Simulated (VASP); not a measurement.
A run of VASP 6.6.1 is set up as follows.

INCAR

```
SYSTEM = Pd
  PREC = Accurate
  ENCUT = 520
  EDIFF = 1E-7
  ISMEAR = 0
  SIGMA = 0.1
  LREAL = Auto
  LASPH = .True.
  NELM = 60
  ALGO = Normal
  ISIF = 2
  LWAVE = .False.
  LCHARG = .False.
  LDIPOL = .True.
  IDIPOL = 3
  DIPOL = 0.5 0.5 0.499
  GGA = PE
  NBANDS = 94
```

The input KPOINTS:

```
regular mesh
0
Gamma
  5 5 1
  0 0 0
```

Contents of POSCAR:

```
Pd
1.0
    5.5753612515      0.0000000000      0.0000000000
    0.0000000000      5.5753612515      0.0000000000
    0.0000000000      0.0000000000     22.9135636227
Pd
16
Direct
    0.2500000000      0.2500000000      0.3709593209
    0.2500000000      0.7500000000      0.3709593209
    0.7500000000      0.2500000000      0.3709593209
    0.7500000000      0.7500000000      0.3709593209
    0.5000000000      0.5000000000      0.4569864403
    0.5000000000      0.0000000000      0.4569864403
    0.0000000000      0.5000000000      0.4569864403
    0.0000000000      0.0000000000      0.4569864403
    0.7500000000      0.7500000000      0.5422377601
    0.7500000000      0.2500000000      0.5422377601
    0.2500000000      0.7500000000      0.5422377601
    0.2500000000      0.2500000000      0.5422377601
    0.0000000000      0.0000000000      0.6270205480
    0.0000000000      0.5000000000      0.6270205480
    0.5000000000      0.0000000000      0.6270205480
    0.5000000000      0.5000000000      0.6270205480
```

Potentials or basis: VASP PAW PBE potentials, release 64 (Pd).

Launch:

```sh
$ cat potpaw_PBE.64/Pd/POTCAR > POTCAR
$ mpirun -np 1 vasp_std > vasp.out
```

(1) Estimate the band gap on the k mesh.

(2) What does it give for the largest force?

Answers

(1) zero (bands 80 and 81 overlap by 0.30 eV).

(2) 0.135 eV/Å.
